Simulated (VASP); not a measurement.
**MoS2: single point with revPBE**

The system is MoS2, a slab with vacuum.

```xyz
6
Lattice="3.1845 0.0000 0.0000 -1.5923 2.7579 0.0000 0.0000 0.0000 21.6705" Properties=species:S:1:pos:R:3 pbc="T T T"
Mo    0.0000    1.8386   18.4451
Mo    1.5923    0.9193    3.2254
S     1.5923    0.9193   16.8949
S     0.0000    1.8386    1.6741
S     1.5923    0.9193   19.9965
S     0.0000    1.8386    4.7756
```

```
Program                : VASP 6.6.1
Task                   : single point
Functional             : revPBE
Potentials or basis    : VASP PAW PBE potentials, release 64 (Mo_sv, S)
Cutoff                 : 520 eV
k mesh                 : 10 × 10 × 2
Occupations            : fermi-dirac, width 0.05 eV
Spin                   : no spin polarisation
Dipole correction      : no
Further INCAR settings : ALGO = Normal; EDIFF = 1e-06; NBANDS = 35
```

The largest force is 0.342 eV/Å and the band gap on the k mesh is 1.41 eV (least direct gap 1.89 eV).

Forces in eV/Å, atoms in the order of the input:
```
Mo   0.000  0.000 -0.002
Mo   0.000  0.000  0.002
S    0.000  0.000 -0.342
S    0.000  0.000 -0.213
S    0.000  0.000  0.213
S    0.000  0.000  0.342
```

Levels at points of the mesh, in eV from the valence-band top:
| k point | band 24 | band 25 | band 26 | band 27 | band 28 | band 29 |
| --- | --- | --- | --- | --- | --- | --- |
| (0.00, 0.00, 0.00) | -1.71 | -0.46 | 0.00 | 2.39 | 2.39 | 2.40 |
| (0.50, 0.00, 0.00) | -1.36 | -1.01 | -0.98 | 1.86 | 1.88 | 2.36 |
| (0.00, 0.00, 0.50) | -1.71 | -0.46 | 0.00 | 2.39 | 2.39 | 2.40 |
| (0.50, 0.00, 0.50) | -1.36 | -1.01 | -0.98 | 1.86 | 1.88 | 2.36 |

It took 120 s on 1 thread of Intel(R) Xeon(R) 6975P-C (Granite Rapids), with other jobs on the host, peak memory 0.37 GiB.

Caveat: there is no dipole correction, which matters where the two faces differ; the PAW data sets were made with another functional, which shifts forces and pressure a little.
